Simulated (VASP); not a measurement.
# Li2H (P-6m2) in VASP: further runs

Runs on Li2H. Level: PBE. Tasks: single point, relaxation of cell and atoms.

Program: VASP 6.6.1. These are calculated values, not measurements. Logs are shortened: lines on timing, memory, paths and dates and some standing lists are left out, and cuts for length are marked.

### Step 1. The cell of the first run

It takes space group P-6m2 (No. 187, hexagonal). Conventional cell: a = 2.798 Å, b = 2.798 Å, c = 5.210 Å, α = 90.00°, β = 90.00°, γ = 120.00°. Within 2.8 Å of Li (site symmetry 3m) lie 3 H at 2.04 Å and 8 Li at 2.50 to 2.80 Å. H (site symmetry -6m2) has 6 Li at 2.04 Å and 6 H at 2.80 Å within 2.8 Å.

### Step 2. Single point, PBE (atoms taken out)

The input, INCAR:

```
PREC = Accurate ; ENCUT = 520
EDIFF = 1E-6 ; ISMEAR = 0
SIGMA = 0.1 ; LREAL = F
LASPH = T ; NELM = 80
ALGO = Fast ; ISIF = 2
LWAVE = F ; LCHARG = F
GGA = PE ; NBANDS = 10
```

The input, KPOINTS:

```
Automatic mesh
0
Gamma
  6 6 4
```

The input, POSCAR:

```
Li2H
1.0
    2.7979305000      0.0000000000      0.0000000000
   -1.3989653000      2.4230789000      0.0000000000
    0.0000000000      0.0000000000      5.2104407000
Li H
2 1
Direct
    0.6666667000      0.3333333000      0.7603720000
    0.6666667000      0.3333333000      0.2396280000
    0.0000000000      0.0000000000      0.0000000000
```

Potentials or basis: VASP PAW PBE potentials, release 64 (Li_sv, H).

Started as:

```bash
> cat potpaw_PBE.64/Li_sv/POTCAR potpaw_PBE.64/H/POTCAR > POTCAR
> mpirun -np 1 vasp_std > vasp.out
```

OUTCAR:

```text
PREC = Accurate
   ENCUT = 520
   EDIFF = 1E-6
   ISMEAR = 0
   LREAL = F
   LASPH = T
   NELM = 80
   ISIF = 2
   GGA = PE

 ion  position               nearest neighbor table
   1  0.667  0.333  0.760-   2 2.50
   2  0.667  0.333  0.240-   1 2.50
   3  0.000  0.000  0.000-

  LATTYP: Found a hexagonal cell.
 ALAT       =     2.7979305000
 C/A-ratio  =     1.8622480794

  Lattice vectors:

 A1 = (   2.7979305000,   0.0000000000,   0.0000000000)
 A2 = (  -1.3989653000,   2.4230789000,   0.0000000000)
 A3 = (   0.0000000000,   0.0000000000,   5.2104407000)

Analysis of symmetry for initial positions (statically):
=====================================================================
 Subroutine PRICEL returns:
 Original cell was already a primitive cell.

 Routine SETGRP: Setting up the symmetry group for a
 hexagonal supercell.

 Subroutine GETGRP returns: Found 12 space group operations
 (whereof 12 operations were pure point group operations)
 out of a pool of 24 trial point group operations.

The static configuration has the point symmetry D_3h.

Analysis of symmetry for dynamics (positions and initial velocities):
=====================================================================
 Subroutine PRICEL returns:
 Original cell was already a primitive cell.

 Routine SETGRP: Setting up the symmetry group for a
 hexagonal supercell.

 Subroutine GETGRP returns: Found 12 space group operations
 (whereof 12 operations were pure point group operations)
 out of a pool of 24 trial point group operations.

The dynamic configuration has the point symmetry D_3h.

 Subroutine INISYM returns: Found 12 space group operations
 (whereof 12 operations are pure point group operations),
 and found     1 'primitive' translations

----------------------------------------------------------------------------------------

                                     Primitive cell

  volume of cell :      35.3247

  direct lattice vectors                    reciprocal lattice vectors
     2.797930500  0.000000000  0.000000000     0.357407019  0.206349045  0.000000000
    -1.398965300  2.423078900  0.000000000     0.000000000  0.412698076  0.000000000
     0.000000000  0.000000000  5.210440700     0.000000000  0.000000000  0.191922345

  length of vectors
     2.797930500  2.797930533  5.210440700     0.412698081  0.412698076  0.191922345

  position of ions in fractional coordinates (direct lattice)
     0.666666700  0.333333300  0.760372000
     0.666666700  0.333333300  0.239628000
     0.000000000  0.000000000  0.000000000

  ion indices of the primitive-cell ions
   primitive index   ion index
                 1           1
                 2           2
                 3           3

----------------------------------------------------------------------------------------

 KPOINTS: Automatic mesh

Automatic generation of k-mesh.
 Grid dimensions read from file:
 generate k-points for:    6    6    4

 Generating k-lattice:

  Cartesian coordinates                     Fractional coordinates (reciprocal lattice)
     0.059567837  0.034391508  0.000000000     0.166666667  0.000000000  0.000000000
     0.000000000  0.068783013  0.000000000     0.000000000  0.166666667  0.000000000
     0.000000000  0.000000000  0.047980586     0.000000000  0.000000000  0.250000000

  Length of vectors
     0.068783013  0.068783013  0.047980586

  Shift w.r.t. Gamma in fractional coordinates (k-lattice)
     0.000000000  0.000000000  0.000000000

 Subroutine IBZKPT returns following result:
 ===========================================

 Found     21 irreducible k-points:

 Following reciprocal coordinates:
            Coordinates               Weight
  0.000000  0.000000  0.000000      1.000000
  0.166667  0.000000  0.000000      6.000000
  0.333333  0.000000  0.000000      6.000000
  0.500000  0.000000  0.000000      3.000000
  0.166667  0.166667  0.000000      6.000000
  0.333333  0.166667  0.000000     12.000000
[... 13 lines left out ...]
  0.333333  0.166667  0.500000     12.000000
  0.333333  0.333333  0.500000      2.000000
   k-points           NKPTS =     21   k-points in BZ     NKDIM =     21   number of bands    NBANDS=     10
   number of dos      NEDOS =    301   number of ions     NIONS =      3
   total plane-waves  NPLWV =  23040
   dimension x,y,z NGX =    24 NGY =   24 NGZ =   40
   dimension x,y,z NGXF=    48 NGYF=   48 NGZF=   80
   ions per type =               2   1
   NGX,Y,Z   is equivalent  to a cutoff of  14.26, 14.26, 12.76 a.u.
   NGXF,Y,Z  is equivalent  to a cutoff of  28.52, 28.52, 25.53 a.u.
 SYSTEM =  unknown system
   PREC   = accura    normal or accurate (medium, high low for compatibility)
   ISTART =      0    job   : 0-new  1-cont  2-samecut
   ICHARG =      2    charge: 1-file 2-atom 10-const
   ISPIN  =      1    spin polarized calculation?
   LNONCOLLINEAR =      F non collinear calculations
   LSORBIT =      F    spin-orbit coupling
[... 69 lines left out ...]
      8      15.9288      0.00000
      9      15.9288      0.00000
     10      17.5125      0.00000

 k-point     2 :       0.1667    0.0000    0.0000
  band No.  band energies     occupation
      1     -45.1568      2.00000
      2     -45.1188      2.00000
      3      -4.8969      2.00000
      4       0.2369      2.00000
      5       3.7145      0.00000
      6      10.4748      0.00000
      7      13.5857      0.00000
      8      13.9334      0.00000
      9      14.7525      0.00000
     10      17.0599      0.00000

 k-point     3 :       0.3333    0.0000    0.0000
  band No.  band energies     occupation
      1     -45.1395      2.00000
      2     -45.1034      2.00000
      3      -3.5568      2.00000
      4       2.0375      0.66667
      5       4.4533      0.00000
      6       5.8626      0.00000
      7      10.0601      0.00000
      8      12.0117      0.00000
      9      12.7904      0.00000
     10      14.6185      0.00000

 k-point     4 :       0.5000    0.0000    0.0000
  band No.  band energies     occupation
      1     -45.1309      2.00000
      2     -45.0957      2.00000
      3      -2.4476      2.00000
      4       2.8179      0.00000
      5       5.0569      0.00000
      6       5.5223      0.00000
      7       6.2505      0.00000
      8      10.9620      0.00000
      9      11.3446      0.00000
     10      14.1407      0.00000

 k-point     5 :       0.1667    0.1667    0.0000
  band No.  band energies     occupation
      1     -45.1438      2.00000
      2     -45.1072      2.00000
      3      -3.9638      2.00000
      4       1.4729      2.00000
      5       4.2584      0.00000
      6       7.3919      0.00000
      7      10.1341      0.00000
      8      12.3732      0.00000
      9      13.2442      0.00000
     10      15.2320      0.00000

 k-point     6 :       0.3333    0.1667    0.0000
  band No.  band energies     occupation
      1     -45.1308      2.00000
      2     -45.0956      2.00000
      3      -2.4974      2.00000
      4       3.1447      0.00000
      5       4.9342      0.00000
      6       5.2887      0.00000
      7       7.9525      0.00000
      8       9.1232      0.00000
      9      10.0262      0.00000
     10      12.8907      0.00000
[... 144 lines left out ...]
 k-point    18 :       0.5000    0.0000    0.5000
  band No.  band energies     occupation
      1     -45.1206      2.00000
      2     -45.1060      2.00000
      3      -2.2847      2.00000
      4       2.5718      0.00000
      5       3.4325      0.00000
      6       5.3436      0.00000
      7      10.2272      0.00000
      8      12.0714      0.00000
      9      12.7017      0.00000
     10      12.7481      0.00000

 k-point    19 :       0.1667    0.1667    0.5000
  band No.  band energies     occupation
      1     -45.1331      2.00000
      2     -45.1180      2.00000
      3      -3.8284      2.00000
      4       0.4090      2.00000
      5       7.1469      0.00000
      6       8.0991      0.00000
      7       8.2761      0.00000
      8      10.9129      0.00000
      9      12.0342      0.00000
     10      13.9973      0.00000

 k-point    20 :       0.3333    0.1667    0.5000
  band No.  band energies     occupation
      1     -45.1206      2.00000
      2     -45.1059      2.00000
      3      -2.3490      2.00000
      4       2.3848      0.00000
      5       4.2521      0.00000
      6       6.4382      0.00000
      7       7.9568      0.00000
      8       9.3767      0.00000
      9      11.2890      0.00000
     10      13.6103      0.00000

 k-point    21 :       0.3333    0.3333    0.5000
  band No.  band energies     occupation
      1     -45.1163      2.00000
      2     -45.1019      2.00000
      3      -1.6002      2.00000
      4       3.8107      0.00000
      5       4.5349      0.00000
      6       4.8193      0.00000
      7       6.3451      0.00000
      8       7.6657      0.00000
      9      11.6618      0.00000
     10      15.0141      0.00000

------------------------ aborting loop because EDIFF is reached ----------------------------------------

  FORCE on cell =-STRESS in cart. coord.  units (eV):
  Direction    XX          YY          ZZ          XY          YZ          ZX
  --------------------------------------------------------------------------------------
  -------------------------------------------------------------------------------------
  Total       -0.0678736     -0.0678736      0.0328331      0.0000000      0.0000000     -0.0000000
  in kB       -3.0784535     -3.0784535      1.4891652      0.0000001      0.0000000     -0.0000000
  external PRESSURE =      -1.5559140 kB  Pullay stress =       0.0000000 kB

 VOLUME and BASIS-vectors are now :
 -----------------------------------------------------------------------------
  energy-cutoff  :      520.00
  volume of cell :       35.32
      direct lattice vectors                 reciprocal lattice vectors
     2.797930500  0.000000000  0.000000000     0.357407019  0.206349045  0.000000000
    -1.398965300  2.423078900  0.000000000     0.000000000  0.412698076  0.000000000
     0.000000000  0.000000000  5.210440700     0.000000000  0.000000000  0.191922345

 POSITION                                       TOTAL-FORCE (eV/Angst)
 -----------------------------------------------------------------------------------
      1.39897      0.80769      3.96187        -0.000000      0.000000      0.010549
      1.39897      0.80769      1.24857        -0.000000      0.000000     -0.010549
      0.00000      0.00000      0.00000         0.000000     -0.000000      0.000000
 -----------------------------------------------------------------------------------
    total drift:                               -0.000126      0.000072      0.000000

  FREE ENERGIE OF THE ION-ELECTRON SYSTEM (eV)
  ---------------------------------------------------
  free  energy   TOTEN  =        -7.7607371889 eV

  energy  without entropy=       -7.7585946539  energy(sigma->0) =       -7.75966592
```

It took 15 s on 1 thread of Oxide Virtual Turin-like, shared host; peak memory 0.12 GiB.

Results:

```
Free energy            : -7.7607 eV
Largest force          : 0.011 eV/Å
Band gap on the k mesh : zero (an odd number of electrons rules out a gap without spin polarisation)
```

Forces in eV/Å, atoms in the order of the input:
```
Li   0.000  0.000  0.011
Li   0.000  0.000 -0.011
H    0.000  0.000  0.000
```

Caveat: the k points lie up to 0.43 Å⁻¹ apart, too coarse for converged energies and pressures of a metal; the cell differs from its parent crystal (atoms taken out); the cutoff is under 1.25 times the usual one of these potentials, so pressure, stress and relaxed cells hold a basis-set (Pulay) error.

### Step 3. Single point, PBE

This run uses another cell than the first one: it holds 6 atoms, not 3.

The input, INCAR:

```
SYSTEM = Li2H
PREC = Accurate ; ENCUT = 520
EDIFF = 1E-6 ; ISMEAR = 0
SIGMA = 0.2 ; LREAL = .FALSE.
LASPH = .TRUE. ; NELM = 80
ALGO = Normal ; ISIF = 2
LWAVE = .FALSE. ; LCHARG = .FALSE.
GGA = PE ; NBANDS = 16
```

The input, KPOINTS:

```
regular mesh
0
G
  8 4 4
  0 0 0
```

The input, POSCAR:

```
Li2H
1.0
    1.3989652776     -2.4230788811      0.0000000000
   -4.1968957328     -2.4230789388      0.0000000000
    0.0000000000      0.0000000000     -5.2104407000
Li H
4 2
Direct
    0.0000000000      0.6666666667      0.2396280000
    0.5000000000      0.1666666667      0.2396280000
    0.0000000000      0.6666666667      0.7603720000
    0.5000000000      0.1666666667      0.7603720000
    0.0000000000      1.0000000000      0.0000000000
    0.5000000000      0.5000000000      0.0000000000
```

Potentials or basis: VASP PAW PBE potentials, release 64 (Li_sv, H).

Started as:

```bash
> cat potpaw_PBE.64/Li_sv/POTCAR potpaw_PBE.64/H/POTCAR > POTCAR
> mpirun -np 1 vasp_std > vasp.out
```

Wall time 51 s (1 thread of Oxide Virtual Turin-like, shared host); peak memory 0.15 GiB.

Results (log left out):

```
Free energy            : -15.4871 eV
Band gap on the k mesh : zero (bands 7 and 8 overlap by 3.23 eV)
```

Forces on the atoms (eV/Å):
```
Li  -0.001 -0.001  0.002
Li  -0.001 -0.001  0.002
Li  -0.001 -0.001 -0.002
Li  -0.001 -0.001 -0.002
H    0.002  0.001  0.000
H    0.002  0.001  0.000
```

Levels at points of the mesh, in eV from the Fermi level:
```csv
k point,band 4,band 5,band 6,band 7,band 8,band 9,band 10,band 11
"(0.00, 0.00, 0.00)",-47.02,-7.32,-4.38,-2.33,0.89,1.53,3.12,3.58
"(0.50, 0.00, 0.00)",-47.02,-4.44,-4.44,1.30,1.30,3.04,3.04,3.44
"(0.00, 0.50, 0.00)",-47.03,-6.24,-6.24,-0.93,-0.93,2.10,2.10,6.05
"(0.50, 0.50, 0.00)",-47.02,-4.38,-4.38,0.89,0.89,3.12,3.12,3.58
"(0.00, 0.00, 0.50)",-47.03,-7.21,-4.21,-3.13,0.63,1.51,3.40,5.09
"(0.50, 0.00, 0.50)",-47.03,-4.30,-4.30,0.39,0.39,2.78,2.78,5.24
"(0.00, 0.50, 0.50)",-47.04,-6.11,-6.11,-1.93,-1.93,5.09,5.09,6.11
"(0.50, 0.50, 0.50)",-47.03,-4.21,-4.21,0.63,0.63,1.51,1.51,3.40
```

Caveat: the cutoff is under 1.25 times the usual one of these potentials, so pressure, stress and relaxed cells hold a basis-set (Pulay) error.

### Step 4. Single point, PBE (atoms taken out, then relaxed in part)

The input, INCAR:

```
SYSTEM = Li2H
PREC = Accurate
ENCUT = 520
EDIFF = 1E-7
ISMEAR = 0
SIGMA = 0.1
LREAL = .False.
LASPH = .True.
NELM = 80
ALGO = Fast
ISIF = 2
LWAVE = .False.
LCHARG = .False.
GGA = PE
NBANDS = 10
```

The input, KPOINTS:

```
Automatic mesh
0
Gamma
  18 18 10
  0 0 0
```

The input, POSCAR:

```
Li2H
1.0
    2.7979305052      0.0000000289      0.0000000000
   -1.3989652776      2.4230788811      0.0000000000
    0.0000000000      0.0000000000      5.2104407000
Li H
2 1
Direct
    0.6666666667      0.3333333333      0.7603720000
    0.6666666667      0.3333333333      0.2396280000
    0.0000000000      0.0000000000      0.0000000000
```

Started as:

```bash
> cat potpaw_PBE.64/Li_sv/POTCAR potpaw_PBE.64/H/POTCAR > POTCAR
> mpirun -np 1 vasp_std > vasp.out
```

Wall time 3.8 min (1 thread of Oxide Virtual Turin-like, shared host); peak memory 0.16 GiB.

Results (log left out):

| Property | Result |
| --- | --- |
| Free energy | -7.7398 eV |
| Band gap on the k mesh | zero (an odd number of electrons rules out a gap without spin polarisation) |

Forces on the atoms (eV/Å):
```
Li   0.000  0.000  0.002
Li   0.000  0.000 -0.002
H    0.000  0.000  0.000
```

Levels at points of the mesh, in eV from the Fermi level:
```tsv
k point	band 1	band 2	band 3	band 4	band 5	band 6	band 7	band 8
(0.00, 0.00, 0.00)	-47.06	-47.02	-7.29	-2.31	1.55	11.81	12.23	14.03
(0.50, 0.00, 0.00)	-47.03	-46.99	-4.35	0.91	3.15	3.61	4.34	9.05
(0.00, 0.00, 0.50)	-47.05	-47.03	-7.19	-3.10	5.11	5.75	12.44	14.74
(0.50, 0.00, 0.50)	-47.02	-47.00	-4.19	0.66	1.53	3.43	8.32	10.17
```

Caveat: the cell differs from its parent crystal (atoms taken out, then relaxed in part); the cutoff is under 1.25 times the usual one of these potentials, so pressure, stress and relaxed cells hold a basis-set (Pulay) error.

### Step 5. Relaxation of cell and atoms, PBE (atoms taken out)

The input, INCAR:

```
PREC = Accurate ; ENCUT = 600
EDIFF = 1E-7 ; ISMEAR = 0
SIGMA = 0.1 ; LREAL = F
LASPH = T ; NELM = 100
ALGO = Normal ; ISIF = 3
LWAVE = F ; LCHARG = F
GGA = PE ; IBRION = 2
NSW = 100 ; EDIFFG = -0.01
```

The input, KPOINTS:

```
Automatic mesh
0
Gamma
  18 18 10
```

The input, POSCAR:

```
Li2H
1.0
    2.7979305000      0.0000000000      0.0000000000
   -1.3989653000      2.4230789000      0.0000000000
    0.0000000000      0.0000000000      5.2104407000
Li H
2 1
Direct
    0.6666667000      0.3333333000      0.7603720000
    0.6666667000      0.3333333000      0.2396280000
    0.0000000000      0.0000000000      0.0000000000
```

Started as:

```bash
> cat potpaw_PBE.64/Li_sv/POTCAR potpaw_PBE.64/H/POTCAR > POTCAR
> mpirun -np 1 vasp_std > vasp.out
```

Wall time 2.1 min (1 thread of Oxide Virtual Turin-like, shared host); peak memory 0.17 GiB.

The run converged. Its results:

```yaml
Free_energy: -7.7398 eV
Relaxed_volume: 11.75 Å³/atom
Relaxed_cell: a = 2.796 Å, b = 2.796 Å, c = 5.207 Å, α = 90.00°, β = 90.00°, γ = 120.00°
Space_group_after_relaxing_to_0.1_Å: P-6m2 (No. 187)
Energy_gained_by_relaxing: 0.0 meV/atom
Ionic_steps: 2
Pressure_after_relaxing: -0.1 GPa
Band_gap_on_the_k_mesh: zero (an odd number of electrons rules out a gap without spin polarisation)
```

Final structure:
```
Li H
1.0
     2.79623    0.00000    0.00000
    -1.39812    2.42161    0.00000
     0.00000    0.00000    5.20703
Li H
2 1
Direct
  0.66667 0.33333 0.76040
  0.66667 0.33333 0.23960
  0.00000 0.00000 0.00000
```

Levels at points of the mesh, in eV from the Fermi level:
| k point | band 1 | band 2 | band 3 | band 4 | band 5 | band 6 | band 7 |
| --- | --- | --- | --- | --- | --- | --- | --- |
| (0.00, 0.00, 0.00) | -47.06 | -47.02 | -7.30 | -2.31 | 1.55 | 11.82 | 12.24 |
| (0.50, 0.00, 0.00) | -47.02 | -46.99 | -4.36 | 0.91 | 3.15 | 3.62 | 4.35 |
| (0.00, 0.00, 0.50) | -47.05 | -47.03 | -7.19 | -3.10 | 5.12 | 5.75 | 12.45 |
| (0.50, 0.00, 0.50) | -47.01 | -47.00 | -4.19 | 0.66 | 1.53 | 3.44 | 8.33 |

Caveat: the cell differs from its parent crystal (atoms taken out); the cutoff is under 1.25 times the usual one of these potentials, so pressure, stress and relaxed cells hold a basis-set (Pulay) error.

### Step 6. Overview

| task | cell | k mesh | cutoff (eV) | smearing | gap on the mesh (eV) |
| --- | --- | --- | --- | --- | --- |
| single point | a = 2.798, b = 2.798, c = 5.210 Å, angles 90.0, 90.0, 120.0°, 3 atoms, atomic positions A | 6 × 6 × 4 | 520 | gaussian 0.1 eV | none |
| single point | a = 2.798, b = 4.846, c = 5.210 Å, 6 atoms, atomic positions B | 8 × 4 × 4 | 520 | gaussian 0.2 eV | none |
| single point | a = 2.798, b = 2.798, c = 5.210 Å, angles 90.0, 90.0, 120.0°, 3 atoms, atomic positions A | 18 × 18 × 10 | 520 | gaussian 0.1 eV | none |
| relaxation of cell and atoms | relaxed from a = 2.798, b = 2.798, c = 5.210 Å, angles 90.0, 90.0, 120.0°, 3 atoms, atomic positions A | 18 × 18 × 10 | 600 | gaussian 0.1 eV | none |

Alike in all rows: level PBE; potentials or basis VASP PAW PBE potentials, release 64 (Li_sv, H); no spin polarisation.

Caveats: some runs use coarse meshes; the cutoff is under 1.25 times the usual one of these potentials, so pressure, stress and relaxed cells hold a basis-set (Pulay) error.

Absolute energies hang on the potentials; compare differences alone.
